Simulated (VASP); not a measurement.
A run of VASP 6.6.1 is set up as follows.

File INCAR:

```
PREC = Accurate
ENCUT = 520
EDIFF = 1E-8
ISMEAR = -1
SIGMA = 0.05
LREAL = False
LASPH = True
NELM = 150
ALGO = Normal
ISIF = 2
LWAVE = False
LCHARG = False
ISPIN = 2
MAGMOM = 2
LORBIT = 11
GGA = PE
LEFG = True
NBANDS = 15
```

The input KPOINTS:

```
regular mesh
0
Gamma
  10 10 10
```

Contents of POSCAR:

```
Ba
1.0
   -2.5253813615      2.5253813615      2.4500000000
    2.5253813615     -2.5253813615      2.4500000000
    2.5253813615      2.5253813615     -2.4500000000
Ba
1
Direct
    0.0000000000      0.0000000000      0.0000000000
```

Potentials or basis: VASP PAW PBE potentials, release 64 (Ba_sv).

The run is started by

```console
$ cat potpaw_PBE.64/Ba_sv/POTCAR > POTCAR
$ mpirun -np 1 vasp_std > vasp.out
```

Question: Predict the pressure.

Answer: 0.2 GPa.

Question: Estimate the band gap on the k mesh.

Answer: Zero (filled and empty bands overlap).

Question: Predict the net moment.

Answer: 0.00 μB per cell.

Electric field gradients, principal values (V/Å²):
| atom | least | middle | greatest (by size) |
| --- | --- | --- | --- |
| 1 Ba | -0.313 | -0.313 | 0.627 |

Caveat: without QUAD_EFG the Cq values of the log hold for a quadrupole moment of 1 mb, not for the nuclei; spin-orbit coupling is left out, which moves the levels of the heavy elements.
